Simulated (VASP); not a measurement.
Here is a VASP 6.6.1 calculation.

File INCAR:

```
ALGO = Normal ; EDIFF = 1E-7
ENCUT = 520 ; GGA = PE
ISIF = 2 ; ISMEAR = 0
LASPH = T ; LCHARG = T
LELF = T ; LREAL = F
LVHAR = T ; LWAVE = F
NBANDS = 50 ; NELM = 80
PREC = Accurate ; SIGMA = 0.2
```

Contents of KPOINTS:

```
k-points
0
Gamma
  3 3 3
```

The input POSCAR:

```
ScGa5S
1.0
    4.9165247716     -3.5411987099      0.0000000000
    4.9165247716      3.5411987099      0.0000000000
    0.0000000000      0.0000000000      5.1155920074
Sc Ga S
1 5 1
Direct
    0.5000000000      0.5000000000      0.0000000000
    0.5572929971      0.1793435569      0.5000000000
    0.4427070029      0.8206564431      0.5000000000
    0.1793435569      0.5572929971      0.5000000000
    0.8206564431      0.4427070029      0.5000000000
    0.0000000000      0.0000000000      0.0000000000
    0.0000000000      0.0000000000      0.5000000000
```

Potentials or basis: VASP PAW PBE potentials, release 64 (Sc_sv, Ga_d, S).

Command:

```sh
$ cat potpaw_PBE.64/Sc_sv/POTCAR potpaw_PBE.64/Ga_d/POTCAR potpaw_PBE.64/S/POTCAR > POTCAR
$ mpirun -np 1 vasp_std > vasp.out
```

(1) What does it give for the pressure?

(2) What does it give for the largest force?

(3) Predict the band gap on the k mesh.

Results:

(1) 0.1 GPa.

(2) 0.038 eV/Å.

(3) zero (band 41 reaches 3.14 eV, above the bottom of band 42 at 3.12 eV).

Caveat: the k points lie up to 0.41 Å⁻¹ apart.
